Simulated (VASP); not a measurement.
Wanted: the native input for a VASP 6.6.1 run.

| Item | Value |
| --- | --- |
| Task | single point |
| Functional | PBE |
| Potentials or basis | VASP PAW PBE potentials, release 64 (Hf_pv, O) |
| Cutoff | 520 eV |
| k mesh | 6 × 6 × 4 |
| Occupations | gaussian, width 0.02 eV |
| Spin | no spin polarisation |
| Dipole correction | no |
| Further INCAR settings | ALGO = Normal; EDIFF = 1e-06; NBANDS = 31 |

The structure of HfO2 lies in POSCAR:

```
HfO2
1.0
    3.6043047840      0.0000000000      0.0000000000
    0.0000000000      3.6043047840      0.0000000000
    0.1579190179      0.0000000000      5.2639672632
Hf O
2 4
Direct
    0.5129596070      0.5000000000      0.5004079526
   -0.0129596070      0.0000000000     -0.0004079526
    0.0014579834      0.5000000000      0.6931218945
    0.4985420166      0.0000000000      0.8068781055
    0.5030065030      0.0000000000      0.3076381202
   -0.0030065030      0.5000000000      0.1923618798
```

The input as run:

INCAR

```
ALGO = Normal
EDIFF = 1E-6
ENCUT = 520
GGA = PE
ISIF = 2
ISMEAR = 0
LASPH = T
LCHARG = F
LREAL = F
LWAVE = F
NBANDS = 31
NELM = 80
PREC = Accurate
SIGMA = 0.02
```

KPOINTS

```
k-points
0
Gamma
  6 6 4
```

Potentials or basis: VASP PAW PBE potentials, release 64 (Hf_pv, O).

Launch:

```console
$ cat potpaw_PBE.64/Hf_pv/POTCAR potpaw_PBE.64/O/POTCAR > POTCAR
$ mpirun -np 1 vasp_std > vasp.out
```

It gave:

- Pressure: -2.7 GPa
- Largest force: 0.055 eV/Å
- Band gap on the k mesh: 4.68 eV (least direct gap 4.74 eV)

Caveat: spin-orbit coupling is left out, which moves the levels of the heavy elements.

It took 3.1 min on 1 thread of Intel Xeon 8259CL, on a shared host, peak memory 0.24 GiB.
